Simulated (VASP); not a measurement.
Wanted: the native input for a VASP 6.6.1 run.

```
Task                   : single point
Functional             : PBEsol
Potentials or basis    : VASP PAW PBE potentials, release 64 (Ta_pv, C)
Cutoff                 : 520 eV
k mesh                 : 14 × 14 × 4
Occupations            : gaussian, width 0.15 eV
Spin                   : no spin polarisation
Dipole correction      : no
Further INCAR settings : ALGO = Fast; EDIFF = 1e-06; NBANDS = 37
```

The structure of Ta4C3 lies in POSCAR:

```
Ta4C3
1.0
   -3.1032734570      0.0000000000      0.0000000000
   -1.5516367285     -2.6875136487      0.0000000000
    1.2413093828      0.8958378829     10.1645109918
Ta C
4 3
Direct
    0.3544355443      0.3733722062      0.1893666186
    0.5301981203      0.6244616004      0.9426348013
    0.1398076674      0.2096180962      0.6981042887
    0.7491532064      0.7943974378      0.4524423133
    0.4448904537      0.5025935053      0.5770305159
    0.9902869527      0.9960170753      0.0573012258
    0.0522530622      0.0845400888      0.3228702664
```

The input as run:

INCAR

```
SYSTEM = Ta4C3
PREC     = Accurate       ! precision mode
ENCUT    = 520            ! plane-wave cutoff, eV
EDIFF    = 1E-6           ! SCF threshold, eV
ISMEAR   = 0              ! smearing method
SIGMA    = 0.15           ! smearing width, eV
LREAL    = .FALSE.        ! projectors in reciprocal space
LASPH    = .TRUE.         ! aspherical terms in the spheres
NELM     = 60             ! most SCF steps
ALGO     = Fast           ! electronic algorithm
ISIF     = 2              ! what is computed and relaxed
LWAVE    = .FALSE.        ! write WAVECAR
LCHARG   = .FALSE.        ! write CHGCAR
GGA      = PS             ! functional
NBANDS   = 37             ! bands
```

KPOINTS

```
regular mesh
0
G
  14 14 4
  0 0 0
```

Potentials or basis: VASP PAW PBE potentials, release 64 (Ta_pv, C).

Command:

```bash
$ cat potpaw_PBE.64/Ta_pv/POTCAR potpaw_PBE.64/C/POTCAR > POTCAR
$ mpirun -np 1 vasp_std > vasp.out
```

It gave:

- Pressure: 3.4 GPa
- Largest force: 3.624 eV/Å
- Band gap on the k mesh: zero (bands 28 and 29 overlap by 0.49 eV)

Caveat: the cell stands under pressure; the PAW data sets were made with another functional, which shifts forces and pressure a little; spin-orbit coupling is left out, which moves the levels of the heavy elements.

Run time: 23 min on 1 thread of Oxide Virtual Turin-like Processor, with other jobs on the host, peak memory 0.88 GiB.
